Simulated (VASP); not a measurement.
# Be2ZnO3 (P-62m) in VASP: relaxation of cell and atoms with PBE

Aim: the relaxation of cell and atoms of Be2ZnO3 with PBE.

All numbers are computed with VASP 6.6.1; they aren't measurements. Logs are shortened: lines on timing, memory, paths and dates and some standing lists are left out, and cuts for length are marked.

## Step 1: The cell of the first run

The structure is hexagonal, space group P-62m (No. 189). The conventional cell has a = 4.963 Å, b = 4.963 Å, c = 4.105 Å, α = 90.00°, β = 90.00°, γ = 120.00°. Be (site symmetry -6) has 3 O at 1.55 Å within 2.1 Å. Zn (site symmetry -62m) has 3 O at 1.89 Å within 2.5 Å. Within 2.1 Å of O (site symmetry m2m) lie 2 Be at 1.55 Å and 1 Zn at 1.89 Å.

The cell was generated, and may not be a known phase.

## Step 2: Relaxation of cell and atoms, PBE

The input, INCAR:

```
SYSTEM = Be2ZnO3
PREC = Accurate ; ENCUT = 910
EDIFF = 1E-7 ; ISMEAR = 0
SIGMA = 0.02 ; LREAL = .FALSE.
LASPH = .TRUE. ; NELM = 120
ALGO = Normal ; ISIF = 3
LWAVE = .FALSE. ; LCHARG = .FALSE.
GGA = PE ; IBRION = 2
NSW = 100 ; EDIFFG = -0.01
GGA_COMPAT = .FALSE. ; NELMIN = 4
```

The input, KPOINTS:

```
Automatic mesh
0
G
  6 6 6
  0 0 0
```

The input, POSCAR:

```
Be2ZnO3
1.0
    4.9626678352      0.0000000000      0.0000000000
   -2.4813339176      4.2977964158      0.0000000000
    0.0000000000      0.0000000000      4.1054030549
Be Zn O
2 1 3
Direct
    0.3333333333      0.6666666667      0.5000000000
    0.6666666667      0.3333333333      0.5000000000
    0.0000000000      0.0000000000      0.5000000000
    0.6188362477      0.0000000000      0.5000000000
    0.0000000000      0.6188362477      0.5000000000
    0.3811637523      0.3811637523      0.5000000000
```

Potentials or basis: VASP PAW PBE potentials, release 64 (Be, Zn, O_h).

Launch:

```sh
$ cat potpaw_PBE.64/Be/POTCAR potpaw_PBE.64/Zn/POTCAR potpaw_PBE.64/O_h/POTCAR > POTCAR
$ mpirun -np 1 vasp_std > vasp.out
```

OUTCAR:

```text
SYSTEM = Be2ZnO3
   PREC = Accurate
   ENCUT = 910
   EDIFF = 1E-7
   ISMEAR = 0
   LREAL = .FALSE.
   LASPH = .TRUE.
   NELM = 120
   ISIF = 3
   GGA = PE
   IBRION = 2
   NSW = 100
   EDIFFG = -0.01
   NELMIN = 4

 ion  position               nearest neighbor table
   1  0.333  0.667  0.500-   5 1.55   4 1.55   6 1.55
   2  0.667  0.333  0.500-   4 1.55   5 1.55   6 1.55
   3  0.000  0.000  0.500-   5 1.89   6 1.89   4 1.89
   4  0.619  0.000  0.500-   2 1.55   1 1.55   3 1.89
   5  0.000  0.619  0.500-   1 1.55   2 1.55   3 1.89
   6  0.381  0.381  0.500-   1 1.55   2 1.55   3 1.89

  LATTYP: Found a hexagonal cell.
 ALAT       =     4.9626678352
 C/A-ratio  =     0.8272572719

  Lattice vectors:

 A1 = (   4.9626678352,   0.0000000000,   0.0000000000)
 A2 = (  -2.4813339176,   4.2977964158,   0.0000000000)
 A3 = (   0.0000000000,   0.0000000000,   4.1054030549)

Analysis of symmetry for initial positions (statically):
=====================================================================
 Subroutine PRICEL returns:
 Original cell was already a primitive cell.

 Routine SETGRP: Setting up the symmetry group for a
 hexagonal supercell.

 Subroutine GETGRP returns: Found 12 space group operations
 (whereof 12 operations were pure point group operations)
 out of a pool of 24 trial point group operations.

The static configuration has the point symmetry D_3h.

Analysis of symmetry for dynamics (positions and initial velocities):
=====================================================================
 Subroutine PRICEL returns:
 Original cell was already a primitive cell.

 Routine SETGRP: Setting up the symmetry group for a
 hexagonal supercell.

 Subroutine GETGRP returns: Found 12 space group operations
 (whereof 12 operations were pure point group operations)
 out of a pool of 24 trial point group operations.

The dynamic configuration has the point symmetry D_3h.

 Subroutine INISYM returns: Found 12 space group operations
 (whereof 12 operations are pure point group operations),
 and found     1 'primitive' translations

----------------------------------------------------------------------------------------

                                     Primitive cell

  volume of cell :      87.5622

  direct lattice vectors                    reciprocal lattice vectors
     4.962667835  0.000000000  0.000000000     0.201504520  0.116338689  0.000000000
    -2.481333918  4.297796416  0.000000000     0.000000000  0.232677378  0.000000000
     0.000000000  0.000000000  4.105403055     0.000000000  0.000000000  0.243581443

  length of vectors
     4.962667835  4.962667835  4.105403055     0.232677378  0.232677378  0.243581443

  position of ions in fractional coordinates (direct lattice)
     0.333333333  0.666666667  0.500000000
     0.666666667  0.333333333  0.500000000
     0.000000000  0.000000000  0.500000000
     0.618836248  0.000000000  0.500000000
     1.000000000  0.618836248  0.500000000
     0.381163752  0.381163752  0.500000000

  ion indices of the primitive-cell ions
   primitive index   ion index
                 1           1
                 2           2
                 3           3
                 4           4
                 5           5
                 6           6

----------------------------------------------------------------------------------------

 KPOINTS: Automatic mesh

Automatic generation of k-mesh.
 Grid dimensions read from file:
 generate k-points for:    6    6    6

 Generating k-lattice:

  Cartesian coordinates                     Fractional coordinates (reciprocal lattice)
     0.033584087  0.019389781  0.000000000     0.166666667 -0.000000000  0.000000000
     0.000000000  0.038779563  0.000000000     0.000000000  0.166666667  0.000000000
     0.000000000  0.000000000  0.040596907     0.000000000  0.000000000  0.166666667

  Length of vectors
     0.038779563  0.038779563  0.040596907

  Shift w.r.t. Gamma in fractional coordinates (k-lattice)
     0.000000000  0.000000000  0.000000000

 Subroutine IBZKPT returns following result:
 ===========================================

 Found     28 irreducible k-points:

 Following reciprocal coordinates:
            Coordinates               Weight
  0.000000  0.000000  0.000000      1.000000
  0.166667  0.000000  0.000000      6.000000
  0.333333  0.000000  0.000000      6.000000
  0.500000 -0.000000  0.000000      3.000000
  0.166667  0.166667  0.000000      6.000000
  0.333333  0.166667  0.000000     12.000000
[... 16 lines left out ...]
  0.166667  0.000000  0.500000      6.000000
  0.333333  0.000000  0.500000      6.000000
 [... further k-points ...]
   k-points           NKPTS =     28   k-points in BZ     NKDIM =     28   number of bands    NBANDS=     21
   number of dos      NEDOS =    301   number of ions     NIONS =      6
   total plane-waves  NPLWV = 100000
   dimension x,y,z NGX =    50 NGY =   50 NGZ =   40
   dimension x,y,z NGXF=   100 NGYF=  100 NGZF=   80
   ions per type =               2   1   3
   NGX,Y,Z   is equivalent  to a cutoff of  16.75, 16.75, 16.20 a.u.
   NGXF,Y,Z  is equivalent  to a cutoff of  33.50, 33.50, 32.40 a.u.
 SYSTEM =  Be2ZnO3
   PREC   = accura    normal or accurate (medium, high low for compatibility)
   ISTART =      0    job   : 0-new  1-cont  2-samecut
   ICHARG =      2    charge: 1-file 2-atom 10-const
   ISPIN  =      1    spin polarized calculation?
   LNONCOLLINEAR =      F non collinear calculations
   LSORBIT =      F    spin-orbit coupling
   LASPH  =      T    aspherical Exc in radial PAW
   ENCUT  =  910.0 eV  66.88 Ry    8.18 a.u.  12.21 12.21 10.10*2*pi/ulx,y,z
   NELM   =    120;   NELMIN=  4; NELMDL= -5     # of ELM steps
   EDIFF  = 0.1E-06   stopping-criterion for ELM
   LREAL  =      F    real-space projection
   EDIFFG = -.1E-01   stopping-criterion for IOM
   NSW    =    100    number of steps for IOM
   IBRION =      2    ionic relax: 0-MD 1-quasi-New 2-CG
   NFREE  =      1    steps in history (QN), initial steepest desc. (CG)
   ISIF   =      3    stress and relaxation
   ISYM   =      2    0-nonsym 1-usesym 2-fastsym
   POTIM  = 0.5000    time-step for ionic-motion
   TEBEG  =    0.0;   TEEND  =   0.0 temperature during run
   PSTRESS=    0.0 pullay stress
   NELECT =      34.0000    total number of electrons
   NUPDOWN=      -1.0000    fix difference up-down
   EMIN   =  10.00;   EMAX   =-10.00  energy-range for DOS
   EFERMI =   0.00;   METHOD = LEGACY
   ISMEAR =     0;   SIGMA  =   0.02  broadening in eV -4-tet -1-fermi 0-gaus
   EFERMI_NEDOS =   21; number of points for ismear=-14 and -15
   IALGO  =     38    algorithm
   IMIX   =      4    mixing-type and parameters
     AMIX     =   0.40;   BMIX     =  1.00
     AMIX_MAG =   1.60;   BMIX_MAG =  1.00
  volume/ion in A,a.u.               =      14.59        98.48
  Fermi-wavevector in a.u.,A,eV,Ry     =   1.194342  2.256980 19.408082  1.426454
  Thomas-Fermi vector in A             =   2.330335
   LORBIT       =      0    0 simple, 1 ext, 2 COOP (PROOUT), +10 PAW based schemes
   GGA     = PE    functional components
   LHFCALC =     F    Hartree Fock is set to
   AEXX    =    0.0000 exact exchange contribution
   IVDW    =     0    specifies the selected vdW correction
   LEPSILON=     F    determine dielectric tensor
   LRPA    =     F    only Hartree local field effects (RPA)
 conjugate gradient relaxation of ions
 non-spin polarized calculation
 Gauss-broadening in eV      SIGMA  =   0.02
  energy-cutoff  :      910.00
  volume of cell :       87.56
 maximum number of plane-waves:      5486
 NGX is ok and might be reduce to    50
   NGX = 25   NGY = 25   NGZ = 21

--------------------------------------- Ionic step        1  -------------------------------------------

 number of electron      33.9999996 magnetization

 Free energy of the ion-electron system (eV)
  ---------------------------------------------------
  ext. energy  EPLUGINS =         0.00000000
  ---------------------------------------------------
  free energy    TOTEN  =       -36.47092589 eV

  energy without entropy =      -36.47092589  energy(sigma->0) =      -36.47092589

------------------------ aborting loop because EDIFF is reached ----------------------------------------

  FORCE on cell =-STRESS in cart. coord.  units (eV):
  Direction    XX          YY          ZZ          XY          YZ          ZX
  --------------------------------------------------------------------------------------
  -------------------------------------------------------------------------------------
  Total        0.1334980      0.1334980     -0.0000665      0.0000000     -0.0000000      0.0000000
  in kB        2.4426913      2.4426913     -0.0012170      0.0000000     -0.0000000      0.0000000
  external PRESSURE =       1.6280552 kB  Pullay stress =       0.0000000 kB

 VOLUME and BASIS-vectors are now :
 -----------------------------------------------------------------------------
  energy-cutoff  :      910.00
  volume of cell :       87.56
      direct lattice vectors                 reciprocal lattice vectors
     4.962667835  0.000000000  0.000000000     0.201504520  0.116338689  0.000000000
    -2.481333918  4.297796416  0.000000000     0.000000000  0.232677378  0.000000000
     0.000000000  0.000000000  4.105403055     0.000000000  0.000000000  0.243581443
[... 121 lines left out ...]
 POSITION                                       TOTAL-FORCE (eV/Angst)
 -----------------------------------------------------------------------------------
     -0.00000      2.86757      2.05270        -0.000000      0.000000      0.000000
      2.48339      1.43379      2.05270        -0.000000     -0.000000      0.000000
      4.96678      0.00000      2.05270        -0.000000     -0.000000      0.000000
      3.07069      0.00000      2.05270        -0.015318     -0.000000      0.000000
      3.43143      2.65930      2.05270         0.007659     -0.013265      0.000000
      0.94804      1.64206      2.05270         0.007659      0.013265      0.000000
 -----------------------------------------------------------------------------------
    total drift:                               -0.000002     -0.000003      0.000000

  FREE ENERGIE OF THE ION-ELECTRON SYSTEM (eV)
  ---------------------------------------------------
  free  energy   TOTEN  =       -36.4713692737 eV

  energy  without entropy=      -36.4713692737  energy(sigma->0) =      -36.47136927

--------------------------------------- Ionic step        5  -------------------------------------------

 number of electron      33.9999998 magnetization

 Free energy of the ion-electron system (eV)
  ---------------------------------------------------
  ext. energy  EPLUGINS =         0.00000000
  ---------------------------------------------------
  free energy    TOTEN  =       -36.47140621 eV

  energy without entropy =      -36.47140621  energy(sigma->0) =      -36.47140621

 E-fermi :  -1.1230     XC(G=0):  -7.9816

 val. band max:       -1.2825740059   @ k =   0.0000   0.0000   0.0000
 cond. band min:       2.2422295116   @ k =   0.0000   0.0000   0.0000
 fundamental gap:      3.5248035175
 Fermi energy:        -1.1229599320

 k-point     1 :       0.0000    0.0000    0.0000
  band No.  band energies     occupation
      1     -18.3133      2.00000
      2     -17.4042      2.00000
      3     -17.4042      2.00000
      4      -5.6071      2.00000
      5      -5.5372      2.00000
      6      -5.5372      2.00000
[... 13 lines left out ...]
     20       8.0444      0.00000
     21       8.8669      0.00000
[... 529 lines left out ...]
 k-point    24 :       0.3333    0.0000    0.5000
  band No.  band energies     occupation
      1     -18.0574      2.00000
      2     -17.5891      2.00000
      3     -17.4545      2.00000
      4      -6.3556      2.00000
      5      -6.1183      2.00000
      6      -5.5540      2.00000
[... 13 lines left out ...]
     20       6.3024      0.00000
     21       6.7090      0.00000

 [... further k-points ...]

------------------------ aborting loop because EDIFF is reached ----------------------------------------

  FORCE on cell =-STRESS in cart. coord.  units (eV):
  Direction    XX          YY          ZZ          XY          YZ          ZX
  --------------------------------------------------------------------------------------
  -------------------------------------------------------------------------------------
  Total        0.0463623      0.0463623      0.0127322      0.0000000      0.0000000      0.0000000
  in kB        0.8478196      0.8478196      0.2328309      0.0000000      0.0000000      0.0000000
  external PRESSURE =       0.6428233 kB  Pullay stress =       0.0000000 kB

 VOLUME and BASIS-vectors are now :
 -----------------------------------------------------------------------------
  energy-cutoff  :      910.00
  volume of cell :       87.61
      direct lattice vectors                 reciprocal lattice vectors
     4.964177890  0.000000000  0.000000000     0.201443224  0.116303300 -0.000000000
    -2.482088945  4.299104162  0.000000000    -0.000000000  0.232606600 -0.000000000
     0.000000000  0.000000000  4.105316900     0.000000000 -0.000000000  0.243586555

 POSITION                                       TOTAL-FORCE (eV/Angst)
 -----------------------------------------------------------------------------------
     -0.00000      2.86607      2.05266         0.000000     -0.000000      0.000000
      2.48209      1.43303      2.05266         0.000000     -0.000000      0.000000
     -0.00000      0.00000      2.05266         0.000000      0.000000      0.000000
      3.06786      0.00000      2.05266         0.009199      0.000000      0.000000
     -1.53393      2.65684      2.05266        -0.004600      0.007967      0.000000
      0.94816      1.64226      2.05266        -0.004600     -0.007967     -0.000000
 -----------------------------------------------------------------------------------
    total drift:                               -0.000002     -0.000003      0.000000

  FREE ENERGIE OF THE ION-ELECTRON SYSTEM (eV)
  ---------------------------------------------------
  free  energy   TOTEN  =       -36.4714062088 eV

  energy  without entropy=      -36.4714062088  energy(sigma->0) =      -36.47140621

 reached required accuracy - stopping structural energy minimisation
```

Run time: 6 min. Hardware: 1 thread of Intel Xeon Platinum 8259CL at 2.50GHz (Skylake/Cascade Lake), shared host; peak memory 0.4 GiB.

What came out:

```
Free energy                           : -36.4714 eV
Relaxed volume                        : 14.60 Å³/atom
Relaxed cell                          : a = 4.964 Å, b = 4.964 Å, c = 4.105 Å, α = 90.00°, β = 90.00°, γ = 120.00°
Space group after relaxing (to 0.1 Å) : P-62m (No. 189)
Energy gained by relaxing             : 0.1 meV/atom
Ionic steps                           : 5
Pressure after relaxing               : 0.1 GPa
Largest force after relaxing          : 0.009 eV/Å
Band gap on the k mesh                : 3.52 eV
```

Forces on the atoms (eV/Å):
```
Be   0.000  0.000  0.000
Be   0.000  0.000  0.000
Zn   0.000  0.000  0.000
O    0.009  0.000  0.000
O   -0.005  0.008  0.000
O   -0.005 -0.008  0.000
```

The path:
```tsv
step	energy change (eV)	largest force (eV/Å)	pressure (GPa)	volume (Å³)
1	0.0000	0.0786	0.16	87.56
2	-0.0004	0.0028	-0.20	87.75
3	-0.0004	0.0166	-0.09	87.70
4	-0.0004	0.0153	-0.11	87.71
5	-0.0005	0.0092	0.06	87.61
```

Final structure:
```yaml
crystal:
  lattice:
    - [4.96418, 0.00000, 0.00000]
    - [-2.48209, 4.29910, 0.00000]
    - [0.00000, 0.00000, 4.10532]
  atoms:
    - { symbol: Be, position: [0.33333, 0.66667, 0.50000] }
    - { symbol: Be, position: [0.66667, 0.33333, 0.50000] }
    - { symbol: Zn, position: [0.00000, 0.00000, 0.50000] }
    - { symbol: O, position: [0.61800, 0.00000, 0.50000] }
    - { symbol: O, position: [0.00000, 0.61800, 0.50000] }
    - { symbol: O, position: [0.38200, 0.38200, 0.50000] }
```

Levels at points of the mesh, in eV from the valence-band top:
| k point | band 15 | band 16 | band 17 | band 18 | band 19 | band 20 |
| --- | --- | --- | --- | --- | --- | --- |
| (0.00, 0.00, 0.00) | -0.18 | 0.00 | 0.00 | 3.52 | 8.74 | 9.33 |
| (0.50, 0.00, 0.00) | -0.91 | -0.37 | -0.18 | 5.44 | 6.44 | 9.02 |
| (0.00, 0.00, 0.50) | -0.20 | -0.17 | -0.17 | 5.88 | 6.09 | 7.55 |
| (0.50, 0.00, 0.50) | -1.10 | -0.43 | -0.35 | 5.88 | 7.40 | 7.64 |

A k mesh can miss the band edges.
